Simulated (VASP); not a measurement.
# Ir (Fm-3m) in VASP: electric field gradients with PBE

Aim: the electric field gradients of Ir with PBE.

Everything below comes from runs of VASP 6.6.1. Logs are shortened: lines on timing, memory, paths and dates and some standing lists are left out, and cuts for length are marked.

## 1. The cell of the first run

The structure is cubic, space group Fm-3m (No. 225). Conventional cell: a = 3.854 Å, b = 3.854 Å, c = 3.854 Å, α = 90.00°, β = 90.00°, γ = 90.00°. Within 3.6 Å of Ir (site symmetry m-3m) lie 12 Ir at 2.73 Å.

## 2. Electric field gradients, PBE, non-collinear spin, zero start, spin-orbit coupling

INCAR

```
PREC = Accurate ; ENCUT = 420
EDIFF = 1E-8 ; ISMEAR = -1
SIGMA = 0.03 ; LREAL = F
LASPH = T ; NELM = 200
ALGO = Normal ; ISIF = 2
LWAVE = F ; LCHARG = F
LNONCOLLINEAR = T ; MAGMOM = 0 0 0
LORBIT = 11 ; LSORBIT = T
GGA_COMPAT = F ; LORBMOM = T
LMAXMIX = 4 ; GGA = PE
LEFG = T ; NBANDS = 28
```

KPOINTS

```
Automatic mesh
0
Gamma
  18 18 18
```

POSCAR

```
Ir
1.0
    0.0000000000      1.9269646676      1.9269646676
    1.9269646676      0.0000000000      1.9269646676
    1.9269646676      1.9269646676      0.0000000000
Ir
1
Direct
    0.0000000000      0.0000000000      0.0000000000
```

Potentials or basis: VASP PAW PBE potentials, release 64 (Ir_sv_GW).

The run is started by

```bash
cat potpaw_PBE.64/Ir_sv_GW/POTCAR > POTCAR
mpirun -np 1 vasp_ncl > vasp.out
```

OUTCAR:

```text
PREC = Accurate
   ENCUT = 420
   EDIFF = 1E-8
   ISMEAR = -1
   LREAL = F
   LASPH = T
   NELM = 200
   ISIF = 2
   LNONCOLLINEAR = T
   LORBIT = 11
   LSORBIT = T
   GGA = PE

 ion  position               nearest neighbor table
   1  0.000  0.000  0.000-

  LATTYP: Found a face centered cubic cell.
 ALAT       =     3.8539293352

  Lattice vectors:

 A1 = (   0.0000000000,   1.9269646676,   1.9269646676)
 A2 = (   1.9269646676,   0.0000000000,   1.9269646676)
 A3 = (   1.9269646676,   1.9269646676,   0.0000000000)

Analysis of symmetry for initial positions (statically):
=====================================================================
 Subroutine PRICEL returns:
 Original cell was already a primitive cell.

 Routine SETGRP: Setting up the symmetry group for a
 face centered cubic supercell.

 Subroutine GETGRP returns: Found 48 space group operations
 (whereof 48 operations were pure point group operations)
 out of a pool of 48 trial point group operations.

The static configuration has the point symmetry O_h .

Analysis of symmetry for dynamics (positions and initial velocities):
=====================================================================
 Subroutine PRICEL returns:
 Original cell was already a primitive cell.

 Routine SETGRP: Setting up the symmetry group for a
 face centered cubic supercell.

 Subroutine GETGRP returns: Found 48 space group operations
 (whereof 48 operations were pure point group operations)
 out of a pool of 48 trial point group operations.

The dynamic configuration has the point symmetry O_h .

Analysis of structural, dynamic, and magnetic symmetry:
=====================================================================
 Subroutine PRICEL returns:
 Original cell was already a primitive cell.

 Routine SETGRP: Setting up the symmetry group for a
 face centered cubic supercell.

 Subroutine GETGRP returns: Found 48 space group operations
 (whereof 48 operations were pure point group operations)
 out of a pool of 48 trial point group operations.

The overall configuration has the point symmetry O_h .

 Subroutine INISYM returns: Found 48 space group operations
 (whereof 48 operations are pure point group operations),
 and found     1 'primitive' translations

----------------------------------------------------------------------------------------

                                     Primitive cell

  volume of cell :      14.3104

  direct lattice vectors                    reciprocal lattice vectors
     0.000000000  1.926964668  1.926964668    -0.259475437  0.259475437  0.259475437
     1.926964668  0.000000000  1.926964668     0.259475437 -0.259475437  0.259475437
     1.926964668  1.926964668  0.000000000     0.259475437  0.259475437 -0.259475437

  length of vectors
     2.725139567  2.725139567  2.725139567     0.449424641  0.449424641  0.449424641

  position of ions in fractional coordinates (direct lattice)
     0.000000000  0.000000000  0.000000000

  ion indices of the primitive-cell ions
   primitive index   ion index
                 1           1

----------------------------------------------------------------------------------------

 KPOINTS: Automatic mesh

Automatic generation of k-mesh.
 Grid dimensions read from file:
 generate k-points for:   18   18   18

 Generating k-lattice:

  Cartesian coordinates                     Fractional coordinates (reciprocal lattice)
[... 86 lines left out ...]
   LHFCALC =     F    Hartree Fock is set to
   AEXX    =    0.0000 exact exchange contribution
   IVDW    =     0    specifies the selected vdW correction
   LEPSILON=     F    determine dielectric tensor
   LRPA    =     F    only Hartree local field effects (RPA)
  energy-cutoff  :      420.00
  volume of cell :       14.31
 maximum number of plane-waves:       590
   NGX =  9   NGY =  9   NGZ =  9

 number of electron      17.0000000 magnetization       0.0000000      0.0000000      0.0000000

 number of electron      17.0000000 magnetization      -0.0000000      0.0000000      0.0000000

 number of electron      17.0000000 magnetization       0.0000000     -0.0000000     -0.0000000

 Free energy of the ion-electron system (eV)
  ---------------------------------------------------
  ext. energy  EPLUGINS =         0.00000000
  ---------------------------------------------------
  free energy    TOTEN  =       -11.43294978 eV

  energy without entropy =      -11.42955840  energy(sigma->0) =      -11.43125409

 E-fermi :  12.7662     XC(G=0): -14.4729

 val. band max:       12.7587310662   @ k =   0.3889   0.0556   0.0000
 cond. band min:      12.7719011634   @ k =   0.2778   0.2778   0.0000
 fundamental gap:      0.0131700972
 Fermi energy:        12.7662065041

 k-point     1 :       0.0000    0.0000    0.0000
  band No.  band energies     occupation
      1     -80.1939      1.00000
      2     -80.1939      1.00000
      3     -45.2070      1.00000
      4     -45.2070      1.00000
      5     -32.8699      1.00000
      6     -32.8699      1.00000
[... 733 lines left out ...]
     27      35.4270      0.00000
     28      35.4270      0.00000

 [... further k-points ...]
[... 5 lines left out ...]
  --------------------------------------------------------------------------------------
  -------------------------------------------------------------------------------------
  Total        0.3877323      0.3877323      0.3877323     -0.0000000     -0.0000000      0.0000000
  in kB       43.4101478     43.4101478     43.4101478     -0.0000000     -0.0000000      0.0000000
  external PRESSURE =      43.4101478 kB  Pullay stress =       0.0000000 kB

 VOLUME and BASIS-vectors are now :
 -----------------------------------------------------------------------------
  energy-cutoff  :      420.00
  volume of cell :       14.31
      direct lattice vectors                 reciprocal lattice vectors
     0.000000000  1.926964668  1.926964668    -0.259475437  0.259475437  0.259475437
     1.926964668  0.000000000  1.926964668     0.259475437 -0.259475437  0.259475437
     1.926964668  1.926964668  0.000000000     0.259475437  0.259475437 -0.259475437

 POSITION                                       TOTAL-FORCE (eV/Angst)
 -----------------------------------------------------------------------------------
      0.00000      0.00000      0.00000         0.000000      0.000000      0.000000
 -----------------------------------------------------------------------------------
    total drift:                                0.000000     -0.000000      0.000000

  FREE ENERGIE OF THE ION-ELECTRON SYSTEM (eV)
  ---------------------------------------------------
  free  energy   TOTEN  =       -11.4329497820 eV

  energy  without entropy=      -11.4295583961  energy(sigma->0) =      -11.43125409

 Electric field gradients (V/A^2)
---------------------------------------------------------------------
 ion       V_xx      V_yy      V_zz      V_xy      V_xz      V_yz
---------------------------------------------------------------------
   1       0.000    -0.000     0.000    -0.000    -0.000    -0.000
---------------------------------------------------------------------

 Electric field gradients after diagonalization (V/A^2)
 (convention: |V_zz| > |V_xx| > |V_yy|)
----------------------------------------------------------------------
 ion       V_xx      V_yy      V_zz     asymmetry (V_yy - V_xx)/ V_zz
----------------------------------------------------------------------
   1       0.000     0.000    -0.000       0.000
----------------------------------------------------------------------

           NMR quadrupolar parameters

 Cq : quadrupolar parameter    Cq=e*Q*V_zz/h
 eta: asymmetry parameters     (V_yy - V_xx)/ V_zz
 Q  : nuclear electric quadrupole moment in mb (millibarn)
----------------------------------------------------------------------
 ion       Cq(MHz)       eta       Q (mb)
----------------------------------------------------------------------
   1      -0.000       0.000       1.000
----------------------------------------------------------------------

 orbital moment (x)

 # of ion     p       d       f       tot
 ------------------------------------------------
  1         0.000   0.000   0.000   0.000
 ------------------------------------------------
            0.000   0.000   0.000   0.000

 orbital moment (y)

 # of ion     p       d       f       tot
 ------------------------------------------------
  1         0.000  -0.000   0.000  -0.000
 ------------------------------------------------
            0.000  -0.000   0.000  -0.000

 orbital moment (z)

 # of ion     p       d       f       tot
 ------------------------------------------------
  1         0.000   0.000  -0.000  -0.000
 ------------------------------------------------
            0.000   0.000  -0.000  -0.000

 Spin-Orbit-Coupling matrix elements

 Ion:    1  E_soc:     -4.0286920
 l=   1
     0.0000000    -0.5910267    -0.5910267
    -0.5910267     0.0000000    -0.5910267
    -0.5910267    -0.5910267     0.0000000
 l=   2
     0.0000000    -0.0139166     0.0000000    -0.0139166    -0.0664973
    -0.0139166     0.0000000    -0.0498730    -0.0139166    -0.0166243
     0.0000000    -0.0498730     0.0000000    -0.0498730     0.0000000
    -0.0139166    -0.0139166    -0.0498730     0.0000000    -0.0166243
    -0.0664973    -0.0166243     0.0000000    -0.0166243     0.0000000
 l=   3
     0.0000000    -0.0000012     0.0000000     0.0000000     0.0000000    -0.0000013    -0.0000036
    -0.0000012     0.0000000    -0.0000020     0.0000000    -0.0000020    -0.0000032    -0.0000012
     0.0000000    -0.0000020     0.0000000    -0.0000026    -0.0000012    -0.0000009     0.0000000
     0.0000000     0.0000000    -0.0000026     0.0000000    -0.0000026     0.0000000     0.0000000
     0.0000000    -0.0000020    -0.0000012    -0.0000026     0.0000000    -0.0000009     0.0000000
    -0.0000013    -0.0000032    -0.0000009     0.0000000    -0.0000009     0.0000000    -0.0000013
    -0.0000036    -0.0000012     0.0000000     0.0000000     0.0000000    -0.0000013     0.0000000

 total charge

# of ion       s       p       d       f       tot
--------------------------------------------------
    1        4.025   6.121   6.318   0.024  16.488

 magnetization (x)

# of ion       s       p       d       f       tot
--------------------------------------------------
    1        0.000   0.000   0.000   0.000   0.000

 magnetization (y)

# of ion       s       p       d       f       tot
--------------------------------------------------
    1        0.000  -0.000  -0.000   0.000  -0.000

 magnetization (z)

# of ion       s       p       d       f       tot
--------------------------------------------------
    1        0.000   0.000   0.000   0.000   0.000
```

Wall time 2.4 min (1 thread of Intel Xeon Platinum 8259CL at 2.50GHz (Skylake/Cascade Lake), shared host); peak memory 0.22 GiB.

What came out:

| Item | Value |
| --- | --- |
| Free energy | -11.4329 eV |
| Pressure | 4.3 GPa |
| Net moment | 0.00 μB per cell |
| Largest electric field gradient by atom | zero within the noise of the run |
| Valence electrons inside the program's atomic spheres | Ir 16.49 |

Moments on the atoms (μB; x, y, z):
```
Ir  0.00 0.00 0.00
```

Caveat: the cell stands under pressure.
